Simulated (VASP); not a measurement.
**NiO: single point with revPBE+D4**

**Experimental background.**

From “Local correlations, non-local screening, multiplets, and band formation in NiO”, 2012, arxiv:1210.6675, for a bulk crystal of NiO: band gap 4.3 eV.

The system is NiO.

```xyz
2
Lattice="0.0000 2.0958 2.0958 2.0958 0.0000 2.0958 2.0958 2.0958 0.0000" Properties=species:S:1:pos:R:3 pbc="T T T"
Ni    0.0000    0.0000    0.0000
O     2.0958    2.0958    2.0958
```

```json
{
 "Program": "VASP 6.6.1",
 "Task": "single point",
 "Functional": "revPBE",
 "Dispersion": "D4",
 "Potentials or basis": "VASP PAW PBE potentials, release 64 (Ni, O)",
 "Cutoff": "520 eV",
 "k mesh": "11 × 11 × 11",
 "Occupations": "fermi-dirac, width 0.05 eV",
 "Spin": "collinear spin, ferromagnetic start",
 "Starting moments": "[1.0, 0.0] μB"
}
```

```json
{
 "Pressure": "-0.6 GPa",
 "Net moment": "1.80 μB per cell",
 "Site moments": "Ni +1.48; O +0.28 μB",
 "Valence electrons inside the program's atomic spheres": "Ni 8.95; O 4.99",
 "Dispersion energy per atom": "-0.595 eV"
}
```

Levels at points of the mesh, in eV from the Fermi level:
Spin up:
| k point | band 5 | band 6 | band 7 | band 8 | band 9 | band 10 | band 11 | band 12 | band 13 | band 14 |
| --- | --- | --- | --- | --- | --- | --- | --- | --- | --- | --- |
| (0.00, 0.00, 0.00) | -2.92 | -2.92 | -2.67 | -2.67 | -2.67 | 1.52 | 17.88 | 18.87 | 18.87 | 18.87 |
Spin down:
```
           k point  band 3  band 4  band 5  band 6  band 7  band 8  band 9  band 10  band 11  band 12
(0.00, 0.00, 0.00)   -2.39   -2.39   -1.84   -1.84   -1.84   -0.50   -0.50     1.87    17.78    19.07
```

Run time: 34 s on 1 thread of Intel(R) Xeon(R) Platinum 8488C (Sapphire Rapids), with other jobs on the host, peak memory 0.17 GiB.

A measured gap of NiO is 4.3 eV (quoted in “Local correlations, non-local screening, multiplets, and band formation in NiO”, 2012, arxiv:1210.6675); the calculated 0.00 eV misses it by -4.30 eV. So large a miss can be the level of theory's own, or it may mean another phase, state or a wrong row. The value is that of revPBE+D4 on a finite k mesh, which can miss the band edges, without temperature or zero-point motion. Semilocal functionals fall short of measured gaps as a rule. The run's magnetic order (collinear spin, ferromagnetic start) needn't be the measured crystal's.

Caveat: the PAW data sets were made with another functional, which shifts forces and pressure a little; a cell with one magnetic atom can't hold antiferromagnetic order, which such compounds often take; semilocal functionals often make such compounds metallic where correlation or magnetic order opens a gap, which also shifts bond lengths.
